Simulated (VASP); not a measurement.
# Bi (P6_3/mmc) in VASP: a series of runs

Runs on Bi. Level: PBEsol. Tasks: electric field gradients.

Everything below comes from runs of VASP 6.6.1. Logs are shortened: lines on timing, memory, paths and dates and some standing lists are left out, and cuts for length are marked.

### 1 The cell of the first run

The structure is hexagonal, space group P6_3/mmc (No. 194). The conventional cell has a = 4.478 Å, b = 4.478 Å, c = 11.669 Å, α = 90.00°, β = 90.00°, γ = 120.00°. Bi (site symmetry -6m2) has 6 Bi at 4.48 Å within 5.9 Å.

This isn't the form of Bi at room conditions, which is rhombohedral.

### 2 Electric field gradients, PBEsol (101.31 Å³/atom)

The input, INCAR:

```
SYSTEM = Bi
PREC = Accurate
ENCUT = 520
EDIFF = 1E-8
ISMEAR = -1
SIGMA = 0.03
LREAL = .FALSE.
LASPH = .TRUE.
NELM = 60
ALGO = Normal
ISIF = 2
LWAVE = .FALSE.
LCHARG = .FALSE.
GGA = PS
LEFG = .TRUE.
NBANDS = 22
```

The input, KPOINTS:

```
regular mesh
0
G
  9 9 3
  0 0 0
```

The input, POSCAR:

```
Bi
1.0
    4.4776549378      0.0000000000      0.0000000000
   -2.2388274690      3.8777629256      0.0000000000
    0.0000000000      0.0000000000     11.6691290509
Bi
2
Direct
    0.3333333333      0.6666666667      0.2500000000
    0.6666666667      0.3333333333      0.7500000000
```

Potentials or basis: VASP PAW PBE potentials, release 64 (Bi_d).

Run with:

```
$ cat potpaw_PBE.64/Bi_d/POTCAR > POTCAR
$ mpirun -np 1 vasp_std > vasp.out
```

OUTCAR:

```text
SYSTEM = Bi
   PREC = Accurate
   ENCUT = 520
   EDIFF = 1E-8
   ISMEAR = -1
   LREAL = .FALSE.
   LASPH = .TRUE.
   NELM = 60
   ISIF = 2
   GGA = PS

 ion  position               nearest neighbor table
   1  0.333  0.667  0.250-
   2  0.667  0.333  0.750-

  LATTYP: Found a hexagonal cell.
 ALAT       =     4.4776549378
 C/A-ratio  =     2.6060804624

  Lattice vectors:

 A1 = (   4.4776549378,   0.0000000000,   0.0000000000)
 A2 = (  -2.2388274690,   3.8777629256,   0.0000000000)
 A3 = (   0.0000000000,   0.0000000000,  11.6691290509)

Analysis of symmetry for initial positions (statically):
=====================================================================
 Subroutine PRICEL returns:
 Original cell was already a primitive cell.

 Routine SETGRP: Setting up the symmetry group for a
 hexagonal supercell.

 Subroutine GETGRP returns: Found 24 space group operations
 (whereof 12 operations were pure point group operations)
 out of a pool of 24 trial point group operations.

The static configuration has the point symmetry D_3d.
 The point group associated with its full space group is D_6h.

Analysis of symmetry for dynamics (positions and initial velocities):
=====================================================================
 Subroutine PRICEL returns:
 Original cell was already a primitive cell.

 Routine SETGRP: Setting up the symmetry group for a
 hexagonal supercell.

 Subroutine GETGRP returns: Found 24 space group operations
 (whereof 12 operations were pure point group operations)
 out of a pool of 24 trial point group operations.

The dynamic configuration has the point symmetry D_3d.
 The point group associated with its full space group is D_6h.

 Subroutine INISYM returns: Found 24 space group operations
 (whereof 12 operations are pure point group operations),
 and found     1 'primitive' translations

----------------------------------------------------------------------------------------

                                     Primitive cell

  volume of cell :     202.6144

  direct lattice vectors                    reciprocal lattice vectors
     4.477654938  0.000000000  0.000000000     0.223331189  0.128940322  0.000000000
    -2.238827469  3.877762926  0.000000000     0.000000000  0.257880644  0.000000000
     0.000000000  0.000000000 11.669129051     0.000000000  0.000000000  0.085696199

  length of vectors
     4.477654938  4.477654938 11.669129051     0.257880644  0.257880644  0.085696199

  position of ions in fractional coordinates (direct lattice)
     0.333333333  0.666666667  0.250000000
     0.666666667  0.333333333  0.750000000

  ion indices of the primitive-cell ions
   primitive index   ion index
                 1           1
                 2           2

----------------------------------------------------------------------------------------

 KPOINTS: regular mesh

Automatic generation of k-mesh.
 Grid dimensions read from file:
 generate k-points for:    9    9    3

 Generating k-lattice:

  Cartesian coordinates                     Fractional coordinates (reciprocal lattice)
     0.024814577  0.014326702  0.000000000     0.111111111  0.000000000  0.000000000
     0.000000000  0.028653405  0.000000000     0.000000000  0.111111111  0.000000000
     0.000000000  0.000000000  0.028565400     0.000000000  0.000000000  0.333333333

  Length of vectors
     0.028653405  0.028653405  0.028565400

  Shift w.r.t. Gamma in fractional coordinates (k-lattice)
     0.000000000  0.000000000  0.000000000

 Subroutine IBZKPT returns following result:
 ===========================================

 Found     24 irreducible k-points:

 Following reciprocal coordinates:
            Coordinates               Weight
  0.000000  0.000000  0.000000      1.000000
  0.111111  0.000000  0.000000      6.000000
  0.222222  0.000000  0.000000      6.000000
  0.333333  0.000000  0.000000      6.000000
  0.444444  0.000000  0.000000      6.000000
  0.111111  0.111111  0.000000      6.000000
[... 16 lines left out ...]
  0.333333  0.222222  0.333333     24.000000
  0.333333  0.333333  0.333333      4.000000
   k-points           NKPTS =     24   k-points in BZ     NKDIM =     24   number of bands    NBANDS=     22
   number of dos      NEDOS =    301   number of ions     NIONS =      2
   total plane-waves  NPLWV = 116640
   dimension x,y,z NGX =    36 NGY =   36 NGZ =   90
   dimension x,y,z NGXF=    72 NGYF=   72 NGZF=  180
   ions per type =               2
   NGX,Y,Z   is equivalent  to a cutoff of  13.37, 13.37, 12.82 a.u.
   NGXF,Y,Z  is equivalent  to a cutoff of  26.73, 26.73, 25.64 a.u.
 SYSTEM =  Bi
   PREC   = accura    normal or accurate (medium, high low for compatibility)
   ISTART =      0    job   : 0-new  1-cont  2-samecut
   ICHARG =      2    charge: 1-file 2-atom 10-const
   ISPIN  =      1    spin polarized calculation?
   LNONCOLLINEAR =      F non collinear calculations
   LSORBIT =      F    spin-orbit coupling
   LASPH  =      T    aspherical Exc in radial PAW
   ENCUT  =  520.0 eV  38.22 Ry    6.18 a.u.   8.33  8.33 21.70*2*pi/ulx,y,z
   NELM   =     60;   NELMIN=  2; NELMDL= -5     # of ELM steps
   EDIFF  = 0.1E-07   stopping-criterion for ELM
   LREAL  =      F    real-space projection
   EDIFFG = 0.1E-06   stopping-criterion for IOM
   NSW    =      0    number of steps for IOM
   IBRION =     -1    ionic relax: 0-MD 1-quasi-New 2-CG
   NFREE  =      0    steps in history (QN), initial steepest desc. (CG)
   ISIF   =      2    stress and relaxation
   ISYM   =      2    0-nonsym 1-usesym 2-fastsym
   POTIM  = 0.5000    time-step for ionic-motion
   TEBEG  =    0.0;   TEEND  =   0.0 temperature during run
   PSTRESS=    0.0 pullay stress
   NELECT =      30.0000    total number of electrons
   NUPDOWN=      -1.0000    fix difference up-down
   EMIN   =  10.00;   EMAX   =-10.00  energy-range for DOS
   EFERMI =   0.00;   METHOD = LEGACY
   ISMEAR =    -1;   SIGMA  =   0.03  broadening in eV -4-tet -1-fermi 0-gaus
   EFERMI_NEDOS =   21; number of points for ismear=-14 and -15
   IALGO  =     38    algorithm
   IMIX   =      4    mixing-type and parameters
     AMIX     =   0.40;   BMIX     =  1.00
     AMIX_MAG =   1.60;   BMIX_MAG =  1.00
  volume/ion in A,a.u.               =     101.31       683.65
  Fermi-wavevector in a.u.,A,eV,Ry     =   0.866081  1.636656 10.205678  0.750096
  Thomas-Fermi vector in A             =   1.984418
   LORBIT       =      0    0 simple, 1 ext, 2 COOP (PROOUT), +10 PAW based schemes
   GGA     = PS    functional components
   LHFCALC =     F    Hartree Fock is set to
   AEXX    =    0.0000 exact exchange contribution
   IVDW    =     0    specifies the selected vdW correction
   LEPSILON=     F    determine dielectric tensor
   LRPA    =     F    only Hartree local field effects (RPA)
 non-spin polarized calculation
  energy-cutoff  :      520.00
  volume of cell :      202.61
 maximum number of plane-waves:      5485
 NGX is ok and might be reduce to    36
   NGX = 17   NGY = 17   NGZ = 43

 number of electron      30.0000005 magnetization

 Free energy of the ion-electron system (eV)
  ---------------------------------------------------
  ext. energy  EPLUGINS =         0.00000000
  ---------------------------------------------------
  free energy    TOTEN  =        -3.57223979 eV

  energy without entropy =       -3.55238558  energy(sigma->0) =       -3.56231268

 E-fermi :  -1.0019     XC(G=0):  -5.5606

 val. band max:       -1.0020530967   @ k =   0.3333   0.1111   0.3333
 cond. band min:      -0.9988681536   @ k =   0.3333   0.0000   0.3333
 fundamental gap:      0.0031849431
 Fermi energy:        -1.0019299554

 k-point     1 :       0.0000    0.0000    0.0000
  band No.  band energies     occupation
      1     -23.7770      2.00000
      2     -23.7770      2.00000
      3     -23.7698      2.00000
      4     -23.7698      2.00000
      5     -23.7698      2.00000
      6     -23.7698      2.00000
[... 14 lines left out ...]
     21       4.7508      0.00000
     22       4.9652      0.00000

 k-point     2 :       0.1111    0.0000    0.0000
  band No.  band energies     occupation
      1     -23.7765      2.00000
      2     -23.7765      2.00000
      3     -23.7702      2.00000
      4     -23.7701      2.00000
      5     -23.7699      2.00000
      6     -23.7699      2.00000
[... 14 lines left out ...]
     21       4.9162      0.00000
     22       5.1971      0.00000

 k-point     3 :       0.2222    0.0000    0.0000
  band No.  band energies     occupation
      1     -23.7754      2.00000
      2     -23.7753      2.00000
      3     -23.7710      2.00000
      4     -23.7710      2.00000
      5     -23.7701      2.00000
      6     -23.7701      2.00000
[... 14 lines left out ...]
     21       4.8603      0.00000
     22       5.3999      0.00000

 k-point     4 :       0.3333    0.0000    0.0000
  band No.  band energies     occupation
      1     -23.7742      2.00000
      2     -23.7742      2.00000
      3     -23.7720      2.00000
      4     -23.7720      2.00000
      5     -23.7704      2.00000
      6     -23.7704      2.00000
[... 14 lines left out ...]
     21       4.5417      0.00000
     22       5.0463      0.00000

 k-point     5 :       0.4444    0.0000    0.0000
  band No.  band energies     occupation
      1     -23.7736      2.00000
      2     -23.7736      2.00000
      3     -23.7726      2.00000
      4     -23.7726      2.00000
      5     -23.7705      2.00000
      6     -23.7705      2.00000
[... 417 lines left out ...]
 k-point    22 :       0.2222    0.2222    0.3333
  band No.  band energies     occupation
      1     -23.7732      2.00000
      2     -23.7732      2.00000
      3     -23.7720      2.00000
      4     -23.7720      2.00000
      5     -23.7709      2.00000
      6     -23.7708      2.00000
[... 14 lines left out ...]
     21       5.5179      0.00000
     22       5.8366      0.00000

 k-point    23 :       0.3333    0.2222    0.3333
  band No.  band energies     occupation
      1     -23.7725      2.00000
      2     -23.7725      2.00000
      3     -23.7723      2.00000
      4     -23.7723      2.00000
      5     -23.7712      2.00000
      6     -23.7712      2.00000
[... 14 lines left out ...]
     21       5.1667      0.00000
     22       5.5998      0.00000

 k-point    24 :       0.3333    0.3333    0.3333
  band No.  band energies     occupation
      1     -23.7720      2.00000
      2     -23.7720      2.00000
      3     -23.7719      2.00000
      4     -23.7719      2.00000
      5     -23.7719      2.00000
      6     -23.7719      2.00000
[... 14 lines left out ...]
     21       4.5685      0.00000
     22       5.0878      0.00000

------------------------ aborting loop because EDIFF is reached ----------------------------------------

  FORCE on cell =-STRESS in cart. coord.  units (eV):
  Direction    XX          YY          ZZ          XY          YZ          ZX
  --------------------------------------------------------------------------------------
  -------------------------------------------------------------------------------------
  Total       -6.9318286     -6.9318286     -0.5906354      0.0000000     -0.0000000      0.0000000
  in kB      -54.8135685    -54.8135685     -4.6704612      0.0000000     -0.0000000      0.0000000
  external PRESSURE =     -38.0991994 kB  Pullay stress =       0.0000000 kB

 VOLUME and BASIS-vectors are now :
 -----------------------------------------------------------------------------
  energy-cutoff  :      520.00
  volume of cell :      202.61
      direct lattice vectors                 reciprocal lattice vectors
     4.477654938  0.000000000  0.000000000     0.223331189  0.128940322  0.000000000
    -2.238827469  3.877762926  0.000000000     0.000000000  0.257880644  0.000000000
     0.000000000  0.000000000 11.669129051     0.000000000  0.000000000  0.085696199

 POSITION                                       TOTAL-FORCE (eV/Angst)
 -----------------------------------------------------------------------------------
     -0.00000      2.58518      2.91728         0.000000      0.000000      0.000000
      2.23883      1.29259      8.75185        -0.000000     -0.000000      0.000000
 -----------------------------------------------------------------------------------
    total drift:                               -0.000000      0.000000      0.000000

  FREE ENERGIE OF THE ION-ELECTRON SYSTEM (eV)
  ---------------------------------------------------
  free  energy   TOTEN  =        -3.5722397884 eV

  energy  without entropy=       -3.5523855777  energy(sigma->0) =       -3.56231268

 Electric field gradients (V/A^2)
---------------------------------------------------------------------
 ion       V_xx      V_yy      V_zz      V_xy      V_xz      V_yz
---------------------------------------------------------------------
   1      58.791    58.793  -117.584     0.002     0.000    -0.000
   2      58.791    58.793  -117.584     0.002    -0.000     0.000
---------------------------------------------------------------------

 Electric field gradients after diagonalization (V/A^2)
 (convention: |V_zz| > |V_xx| > |V_yy|)
----------------------------------------------------------------------
 ion       V_xx      V_yy      V_zz     asymmetry (V_yy - V_xx)/ V_zz
----------------------------------------------------------------------
   1      58.794    58.789  -117.584       0.000
   2      58.794    58.789  -117.584       0.000
----------------------------------------------------------------------

           NMR quadrupolar parameters

 Cq : quadrupolar parameter    Cq=e*Q*V_zz/h
 eta: asymmetry parameters     (V_yy - V_xx)/ V_zz
 Q  : nuclear electric quadrupole moment in mb (millibarn)
----------------------------------------------------------------------
 ion       Cq(MHz)       eta       Q (mb)
----------------------------------------------------------------------
   1      -0.284       0.000       1.000
   2      -0.284       0.000       1.000
----------------------------------------------------------------------
```

Run time: 99 s. Hardware: 1 thread of Intel Xeon Platinum 8259CL at 2.50GHz (Skylake/Cascade Lake), shared host; peak memory 0.34 GiB.

What came out:

```yaml
Free_energy: -3.5722 eV
Pressure: -3.8 GPa
Band_gap_on_the_k_mesh: zero (bands 15 and 16 overlap by 2.29 eV)
Largest_electric_field_gradient_by_atom: Bi -117.6 V/Å²
```

Electric field gradients, principal values (V/Å²):
```
atom   least  middle  greatest (by size)
1 Bi  58.789  58.794            -117.584
2 Bi  58.789  58.794            -117.584
```

Caveat: the cell stands under tension; without QUAD_EFG the Cq values of the log hold for a quadrupole moment of 1 mb, not for the nuclei; the PAW data sets were made with another functional, which shifts forces and pressure a little; spin-orbit coupling is left out, which moves the levels of the heavy elements.

[end of part 1 of 2]
